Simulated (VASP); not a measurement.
BN, 2 atoms in the cell. It takes space group F-43m (No. 216, cubic). Conventional cell: a = 3.610 Å, b = 3.610 Å, c = 3.610 Å, α = 90.00°, β = 90.00°, γ = 90.00°. B (site symmetry -43m) has 4 N at 1.56 Å within 2.1 Å. Within 2.1 Å of N (site symmetry -43m) lie 4 B at 1.56 Å. 

```yaml
Program: VASP 6.6.1
Task: single point
Functional: PBE
Potentials_or_basis: VASP PAW PBE potentials, release 64 (B, N)
Cutoff: 520 eV
k_mesh: 8 × 8 × 8
Occupations: gaussian, width 0.01 eV
Spin: no spin polarisation
Dipole_correction: no
Further_INCAR_settings: ALGO = Normal; EDIFF = 1e-07; NBANDS = 11
```

Potentials or basis: VASP PAW PBE potentials, release 64 (B, N).

Launch:

```console
$ cat potpaw_PBE.64/B/POTCAR potpaw_PBE.64/N/POTCAR > POTCAR
$ mpirun -np 1 vasp_std > vasp.out
```

Hardware: 1 thread of AMD EPYC 7R43 64-Core Processor (Zen 3), on a shared host.

How long does it take, and how much memory?

It took 4.6 s on 1 thread of AMD EPYC 7R43 64-Core Processor (Zen 3) (shared host), peak memory 0.08 GiB. Counts: scf iterations 13, k points 29.
